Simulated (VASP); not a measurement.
Input of a VASP 6.6.1 run:

Contents of INCAR:

```
PREC     = Accurate       # precision mode
ENCUT    = 520            # plane-wave cutoff, eV
EDIFF    = 1E-6           # SCF threshold, eV
ISMEAR   = -1             # smearing method
SIGMA    = 0.086          # smearing width, eV
LREAL    = F              # projectors in reciprocal space
LASPH    = T              # aspherical terms in the spheres
NELM     = 80             # most SCF steps
ALGO     = Normal         # electronic algorithm
ISIF     = 2              # what is computed and relaxed
LWAVE    = F              # write WAVECAR
LCHARG   = F              # write CHGCAR
GGA      = PS             # functional
NBANDS   = 18             # bands
```

KPOINTS

```
regular mesh
0
Gamma
  4 4 4
```

File POSCAR:

```
PtS2
1.0
    1.7391392326      1.0040925041      5.0958703778
   -1.7391392326      1.0040925041      5.0958703778
    0.0000000000     -2.0081850081      5.0958703778
Pt S
1 2
Direct
   -0.0263452098     -0.0310509860      0.0460933180
    0.5677334763      0.5813873572      0.1499730423
    0.2458920009      0.2608718251      0.2228658004
```

Potentials or basis: VASP PAW PBE potentials, release 64 (Pt, S).

The run is started by

```console
$ cat potpaw_PBE.64/Pt/POTCAR potpaw_PBE.64/S/POTCAR > POTCAR
$ mpirun -np 1 vasp_std > vasp.out
```

**Question.** Predict the band gap on the k mesh.

**Answer.** Zero (bands 11 and 12 overlap by 0.76 eV).

**Question.** Predict the pressure.

**Answer.** -0.6 GPa.

Stress tensor (GPa, compression positive):
```
 0.30 -0.39 -0.03
-0.39 -1.24  6.71
-0.03  6.71 -0.83
```

Caveat: the k points lie up to 0.53 Å⁻¹ apart, too coarse for converged energies and pressures of a metal; the PAW data sets were made with another functional, which shifts forces and pressure a little; spin-orbit coupling is left out, which moves the levels of the heavy elements.
